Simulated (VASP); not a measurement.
# KCl in VASP: a series of runs, part 2 of 2

VASP 6.6.1.

**4. Single point, PBE (uniaxial z strain +0.4%)**

INCAR reads:

```
SYSTEM = KCl
PREC     = Accurate       ! precision mode
ENCUT    = 520            ! plane-wave cutoff, eV
EDIFF    = 1E-6           ! SCF threshold, eV
ISMEAR   = -1             ! smearing method
SIGMA    = 0.02           ! smearing width, eV
LREAL    = .False.        ! projectors in reciprocal space
LASPH    = .True.         ! aspherical terms in the spheres
NELM     = 60             ! most SCF steps
ALGO     = Normal         ! electronic algorithm
ISIF     = 2              ! what is computed and relaxed
LWAVE    = .False.        ! write WAVECAR
LCHARG   = .False.        ! write CHGCAR
GGA      = PE             ! functional
NBANDS   = 15             ! bands
```

KPOINTS reads:

```
regular mesh
0
Gamma
  8 8 8
  0 0 0
```

POSCAR reads:

```
KCl
1.0
    0.0000000000      3.1448483221      3.1564842609
    3.1448483221      0.0000000000      3.1564842609
    3.1448483221      3.1448483221      0.0000000000
K Cl
1 1
Direct
    0.0000000000      0.0000000000      0.0000000000
    0.5000000000      0.5000000000      0.5000000000
```

Run with:

```sh
> cat potpaw_PBE.64/K_sv/POTCAR potpaw_PBE.64/Cl/POTCAR > POTCAR
> mpirun -np 1 vasp_std > vasp.out
```

Run time: 66 s. Hardware: 1 thread of AMD EPYC 7R43 (Zen 3), shared host; peak memory 0.19 GiB.

The run converged. Its results:

| Property | Result |
| --- | --- |
| Free energy | -6.8045 eV |
| Pressure | 0.7 GPa |
| Band gap on the k mesh | 5.18 eV |

Stress tensor (GPa, compression positive):
```
0.79 0.00 0.00
0.00 0.79 0.00
0.00 0.00 0.65
```

Levels at points of the mesh, in eV from the valence-band top:
```tsv
k point	band 5	band 6	band 7	band 8	band 9	band 10	band 11	band 12
(0.00, 0.00, 0.00)	-10.66	0.00	0.00	0.00	5.18	8.36	8.39	8.39
(0.50, 0.00, 0.00)	-10.43	-1.05	-0.32	-0.32	7.58	8.59	10.52	10.52
(0.50, 0.50, 0.00)	-10.72	-0.66	-0.22	-0.22	6.54	8.34	10.04	10.23
(0.50, 0.00, 0.50)	-10.72	-0.65	-0.23	-0.23	6.53	8.34	10.07	10.24
```

Caveat: the cell differs from its parent crystal (uniaxial z strain +0.4%).

**5. Single point, r2SCAN (uniaxial z strain +0.4%)**

POSCAR is that of step 4.

INCAR.step1 reads:

```
SYSTEM = KCl
ALGO     = Normal         ! electronic algorithm
EDIFF    = 1E-4           ! SCF threshold, eV
ENCUT    = 520            ! plane-wave cutoff, eV
GGA      = PE             ! functional
ISMEAR   = 0              ! smearing method
LASPH    = .True.         ! aspherical terms in the spheres
LCHARG   = .False.        ! write CHGCAR
LREAL    = .False.        ! projectors in reciprocal space
LWAVE    = .True.         ! write WAVECAR
NBANDS   = 15             ! bands
NELM     = 80             ! most SCF steps
PREC     = Accurate       ! precision mode
SIGMA    = 0.01           ! smearing width, eV
```

INCAR.step2 reads:

```
SYSTEM = KCl
ALGO     = Normal         ! electronic algorithm
EDIFF    = 1E-7           ! SCF threshold, eV
ENCUT    = 520            ! plane-wave cutoff, eV
ISIF     = 2              ! what is computed and relaxed
ISMEAR   = 0              ! smearing method
ISTART   = 1            
LASPH    = .True.         ! aspherical terms in the spheres
LCHARG   = .True.         ! write CHGCAR
LELF     = .True.         ! ELF
LMIXTAU  = .True.       
LREAL    = .False.        ! projectors in reciprocal space
LVHAR    = .True.       
LWAVE    = .False.        ! write WAVECAR
METAGGA  = R2SCAN         ! meta-GGA
NBANDS   = 15             ! bands
NELM     = 80             ! most SCF steps
PREC     = Accurate       ! precision mode
SIGMA    = 0.01           ! smearing width, eV
```

KPOINTS reads:

```
k-points
0
Gamma
  8 8 8
  0 0 0
```

Potentials or basis: VASP PAW PBE potentials, release 64 (K_sv, Cl).

Run with:

```sh
> cat potpaw_PBE.64/K_sv/POTCAR potpaw_PBE.64/Cl/POTCAR > POTCAR
> cp INCAR.step1 INCAR
> mpirun -np 1 vasp_std > vasp.out
> cp INCAR.step2 INCAR
> mpirun -np 1 vasp_std > vasp.out
```

OUTCAR:

```text
SYSTEM = KCl
   EDIFF = 1E-7
   ENCUT = 520
   ISIF = 2
   ISMEAR = 0
   ISTART = 1
   LASPH = .True.
   LREAL = .False.
   METAGGA = R2SCAN
   NELM = 80
   PREC = Accurate

 ion  position               nearest neighbor table
   1  0.000  0.000  0.000-   2 3.14   2 3.14   2 3.14   2 3.14   2 3.16   2 3.16
   2  0.500  0.500  0.500-   1 3.14   1 3.14   1 3.14   1 3.14   1 3.16   1 3.16

  LATTYP: Found a body centered tetragonal cell.
 ALAT       =     4.4474871487
 C/A-ratio  =     1.4194461526

  Lattice vectors:

 A1 = (  -3.1448483221,   0.0000000000,   3.1564842609)
 A2 = (   3.1448483221,   0.0000000000,   3.1564842609)
 A3 = (   0.0000000000,   3.1448483221,  -3.1564842609)

Analysis of symmetry for initial positions (statically):
=====================================================================
 Subroutine PRICEL returns:
 Original cell was already a primitive cell.

 Routine SETGRP: Setting up the symmetry group for a
 body centered tetragonal supercell.

 Subroutine GETGRP returns: Found 16 space group operations
 (whereof 16 operations were pure point group operations)
 out of a pool of 16 trial point group operations.

The static configuration has the point symmetry D_4h.

Analysis of symmetry for dynamics (positions and initial velocities):
=====================================================================
 Subroutine PRICEL returns:
 Original cell was already a primitive cell.

 Routine SETGRP: Setting up the symmetry group for a
 body centered tetragonal supercell.

 Subroutine GETGRP returns: Found 16 space group operations
 (whereof 16 operations were pure point group operations)
 out of a pool of 16 trial point group operations.

The dynamic configuration has the point symmetry D_4h.

 Subroutine INISYM returns: Found 16 space group operations
 (whereof 16 operations are pure point group operations),
 and found     1 'primitive' translations

[... 124 lines left out ...]
   LRPA    =     F    only Hartree local field effects (RPA)
 non-spin polarized calculation
 Gauss-broadening in eV      SIGMA  =   0.01
  energy-cutoff  :      520.00
  volume of cell :       62.44
 maximum number of plane-waves:      1700
 NGX is ok and might be reduce to    36
   NGX = 17   NGY = 17   NGZ = 17

 number of electron      16.0000000 magnetization

 Free energy of the ion-electron system (eV)
  ---------------------------------------------------
  ext. energy  EPLUGINS =         0.00000000
  ---------------------------------------------------
  free energy    TOTEN  =       -16.50646594 eV

  energy without entropy =      -16.50646594  energy(sigma->0) =      -16.50646594

 E-fermi :  -2.2137     XC(G=0):  -7.9437

 val. band max:       -2.2717486538   @ k =   0.0000   0.0000   0.0000
 cond. band min:       3.5493117171   @ k =   0.0000   0.0000   0.0000
 fundamental gap:      5.8210603709
 Fermi energy:        -2.2136786889

 k-point     1 :       0.0000    0.0000    0.0000
  band No.  band energies     occupation
      1     -30.5466      2.00000
      2     -14.9403      2.00000
      3     -13.2382      2.00000
      4     -13.2376      2.00000
      5     -13.2376      2.00000
      6      -2.2745      2.00000
      7      -2.2717      2.00000
      8      -2.2717      2.00000
      9       3.5493      0.00000
     10       6.7446      0.00000
     11       6.7683      0.00000
     12       6.7683      0.00000
     13       7.7928      0.00000
     14       7.8116      0.00000
[... 401 lines left out ...]
      2     -15.0412      2.00000
      3     -13.2557      2.00000
      4     -13.2526      2.00000
      5     -13.0934      2.00000
      6      -3.0693      2.00000
      7      -2.5522      2.00000
      8      -2.4995      2.00000
      9       5.5296      0.00000
     10       6.2465      0.00000
     11       8.2715      0.00000
     12       8.5930      0.00000
     13       8.9038      0.00000
     14       9.3179      0.00000
     15      11.1213      0.00000

 [... further k-points ...]

------------------------ aborting loop because EDIFF is reached ----------------------------------------

  FORCE on cell =-STRESS in cart. coord.  units (eV):
  Direction    XX          YY          ZZ          XY          YZ          ZX
  --------------------------------------------------------------------------------------
  -------------------------------------------------------------------------------------
  Total       -0.0066722     -0.0066722     -0.0641390      0.0000000     -0.0000000      0.0000000
  in kB       -0.1712174     -0.1712174     -1.6458855      0.0000000     -0.0000000      0.0000000
  external PRESSURE =      -0.6627734 kB  Pullay stress =       0.0000000 kB

 VOLUME and BASIS-vectors are now :
 -----------------------------------------------------------------------------
  energy-cutoff  :      520.00
  volume of cell :       62.44
      direct lattice vectors                 reciprocal lattice vectors
     0.000000000  3.144848322  3.156484261    -0.158990180  0.158990180  0.158404085
     3.144848322  0.000000000  3.156484261     0.158990180 -0.158990180  0.158404085
     3.144848322  3.144848322  0.000000000     0.158990180  0.158990180 -0.158404085

 POSITION                                       TOTAL-FORCE (eV/Angst)
 -----------------------------------------------------------------------------------
      0.00000      0.00000      0.00000        -0.000000      0.000000      0.000000
      3.14485      3.14485      3.15648         0.000000     -0.000000      0.000000
 -----------------------------------------------------------------------------------
    total drift:                                0.000000      0.000000      0.000000

  FREE ENERGIE OF THE ION-ELECTRON SYSTEM (eV)
  ---------------------------------------------------
  free  energy   TOTEN  =       -16.5064659444 eV

  energy  without entropy=      -16.5064659444  energy(sigma->0) =      -16.50646594
```

OUTCAR.step1:

```text
SYSTEM = KCl
   EDIFF = 1E-4
   ENCUT = 520
   GGA = PE
   ISMEAR = 0
   LASPH = .True.
   LREAL = .False.
[... 654 lines left out ...]
      0.00000      0.00000      0.00000        -0.000000     -0.000000     -0.000000
      3.14485      3.14485      3.15648         0.000000      0.000000      0.000000
 -----------------------------------------------------------------------------------
    total drift:                                0.000000      0.000000      0.000000

  FREE ENERGIE OF THE ION-ELECTRON SYSTEM (eV)
  ---------------------------------------------------
  free  energy   TOTEN  =        -6.8044830843 eV

  energy  without entropy=       -6.8044830843  energy(sigma->0) =       -6.80448308
```

OSZICAR.step1:

```text
N       E                     dE             d eps       ncg     rms          rms(c)
DAV:   1     0.103688078574E+03    0.10369E+03   -0.71224E+03  1770   0.954E+02
DAV:   2    -0.771038178702E+00   -0.10446E+03   -0.96048E+02  2311   0.240E+02
DAV:   3    -0.687772188596E+01   -0.61067E+01   -0.60756E+01  2507   0.514E+01
DAV:   4    -0.709470607777E+01   -0.21698E+00   -0.21692E+00  2687   0.883E+00
DAV:   5    -0.709643912984E+01   -0.17331E-02   -0.17330E-02  2535   0.883E-01    0.332E+00
DAV:   6    -0.680591995190E+01    0.29052E+00   -0.42152E-01  2260   0.327E+00    0.272E+00
DAV:   7    -0.679088360310E+01    0.15036E-01   -0.10187E-01  2407   0.181E+00    0.156E+00
DAV:   8    -0.680309244811E+01   -0.12209E-01   -0.16698E-02  2148   0.947E-01    0.168E-01
DAV:   9    -0.680392042031E+01   -0.82797E-03   -0.93534E-04  2449   0.194E-01    0.964E-02
DAV:  10    -0.680447846017E+01   -0.55804E-03   -0.58317E-04  1889   0.152E-01    0.199E-02
DAV:  11    -0.680448308426E+01   -0.46241E-05   -0.19213E-05  1851   0.271E-02
   1 F= -.68044831E+01 E0= -.68044831E+01  d E =-.128267E-12
```

Wall time 5.8 min (1 thread of AMD EPYC 7R43 (Zen 3), shared host); peak memory 0.2 GiB.

Results:

```yaml
Free_energy: -16.5065 eV
Pressure: -0.1 GPa
Band_gap_on_the_k_mesh: 5.82 eV
```

Stress tensor (GPa, compression positive):
```
-0.02  0.00  0.00
 0.00 -0.02  0.00
 0.00  0.00 -0.16
```

Caveat: the cell differs from its parent crystal (uniaxial z strain +0.4%); the PAW data sets were made with another functional, which shifts forces and pressure a little.

**6. The runs side by side**

```tsv
level	cell	smearing	gap on the mesh (eV)	pressure (GPa)
PBE	a = 4.231 Å, angles 60.0°, 2 atoms	fermi-dirac 0.02 eV	5.76	5.1
r2SCAN	a = 4.231 Å, angles 60.0°, 2 atoms	gaussian 0.01 eV	6.42	4.2
PBE	a = 4.456, b = 4.456, c = 4.447 Å, angles 60.1, 60.1, 59.9°, 2 atoms	fermi-dirac 0.02 eV	5.18	0.7
r2SCAN	a = 4.456, b = 4.456, c = 4.447 Å, angles 60.1, 60.1, 59.9°, 2 atoms	gaussian 0.01 eV	5.82	-0.1
```

Alike in all rows: task single point; potentials or basis VASP PAW PBE potentials, release 64 (K_sv, Cl); no spin polarisation; k mesh 8 × 8 × 8; cutoff (eV) 520.

Caveats: the cell stands under pressure (at least some runs); the PAW data sets were made with another functional, which shifts forces and pressure a little (at least some runs).

Absolute energies hang on the potentials; compare differences alone.
